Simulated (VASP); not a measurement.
A run of VASP 6.6.1:

Contents of POSCAR:

```
Ni
1.0
    0.0000000000      3.5317333300      3.5317333300
    1.7658666700      0.0000000000      1.7658666700
    1.7658666700      1.7658666700      0.0000000000
Ni
2
Direct
    0.0000000000      0.0000000000      0.0000000000
    0.5000000000      0.0000000000      0.0000000000
```

INCAR.step1

```
PREC = Accurate
ENCUT = 520
ISMEAR = -1
SIGMA = 0.05
LREAL = F
LASPH = T
NELM = 80
NBANDS = 17
GGA = PE
ALGO = Normal
EDIFF = 1E-4
LWAVE = T
LCHARG = F
```

INCAR.step2

```
PREC = Accurate
ENCUT = 520
EDIFF = 1E-6
ISMEAR = -1
SIGMA = 0.05
LREAL = F
LASPH = T
NELM = 80
ALGO = Normal
ISIF = 2
LWAVE = F
LCHARG = F
METAGGA = R2SCAN
LMIXTAU = T
NBANDS = 17
ISTART = 1
```

The input KPOINTS:

```
regular mesh
0
Gamma
  7 14 14
```

Potentials or basis: VASP PAW PBE potentials, release 64 (Ni).

The run is started by

```sh
$ cat potpaw_PBE.64/Ni/POTCAR > POTCAR
$ cp INCAR.step1 INCAR
$ mpirun -np 1 vasp_std > vasp.out
$ cp INCAR.step2 INCAR
$ mpirun -np 1 vasp_std > vasp.out
```

Hardware: 1 thread of AMD EPYC 9R45 96-Core Processor (Zen 5) (shared host).

Task: Estimate the wall time of this run.

Result: It took 2.2 min on 1 thread of AMD EPYC 9R45 96-Core Processor (Zen 5), on a shared host, peak memory 0.15 GiB. Counts: k points 144.
